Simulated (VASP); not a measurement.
Input of a VASP 6.6.1 run:

Contents of INCAR:

```
SYSTEM = Zn
PREC = Accurate
ENCUT = 520
EDIFF = 1E-6
ISMEAR = -1
SIGMA = 0.1
LREAL = .False.
LASPH = .True.
NELM = 100
ALGO = Normal
ISIF = 2
LWAVE = .False.
LCHARG = .True.
GGA = PS
LELF = .True.
LVHAR = .True.
NBANDS = 19
```

KPOINTS

```
regular mesh
0
Gamma
  16 16 8
  0 0 0
```

Contents of POSCAR:

```
Zn
1.0
    1.2948487935     -2.2427438984      0.0000000000
    1.2948487935      2.2427438984      0.0000000000
    0.0000000000      0.0000000000      4.9176337349
Zn
2
Direct
    0.6666666670      0.3333333330      0.2500000000
    0.3333333330      0.6666666670      0.7500000000
```

Potentials or basis: VASP PAW PBE potentials, release 64 (Zn).

Run with:

```console
$ cat potpaw_PBE.64/Zn/POTCAR > POTCAR
$ mpirun -np 1 vasp_std > vasp.out
```

**Question.** Predict the pressure.

**Answer.** 0.5 GPa.

**Question.** What does it give for the band gap on the k mesh?

**Answer.** Zero (band 12 reaches 4.57 eV, above the bottom of band 13 at 0.15 eV).

Stress tensor (GPa, compression positive):
```
 1.82  0.00  0.00
 0.00  1.82  0.00
 0.00  0.00 -2.13
```

Caveat: the PAW data sets were made with another functional, which shifts forces and pressure a little.
